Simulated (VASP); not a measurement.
# Ta: single point with PBE

Crystal: Ta.

```
CELL_PARAMETERS angstrom
-1.65128 1.65128 1.65128
1.65128 -1.65128 1.65128
1.65128 1.65128 -1.65128
ATOMIC_POSITIONS crystal
Ta 0.00000 0.00000 0.00000
```

| Item | Value |
| --- | --- |
| Program | VASP 6.6.1 |
| Task | single point |
| Functional | PBE |
| Potentials or basis | VASP PAW PBE potentials, release 64 (Ta_pv) |
| Cutoff | 520 eV |
| k mesh | 11 × 11 × 11 |
| Occupations | fermi-dirac, width 0.05 eV |
| Spin | non-collinear spin, zero start, spin-orbit coupling |
| Starting moments | [[0.0, 0.0, 0.0]] μB |
| Dipole correction | no |
| Further INCAR settings | ALGO = Fast; EDIFF = 1e-07; NBANDS = 22 |

The pressure is 2.5 GPa. The net moment is 0.00 μB per cell and the valence electrons inside the program's atomic spheres are Ta 8.95.

Moments on the atoms (μB; x, y, z):
```
Ta  0.00 0.00 0.00
```

It took 77 s on 1 thread of Intel(R) Xeon(R) Platinum 8259CL CPU @ 2.50GHz (Skylake/Cascade Lake), with other jobs on the host, peak memory 0.21 GiB.
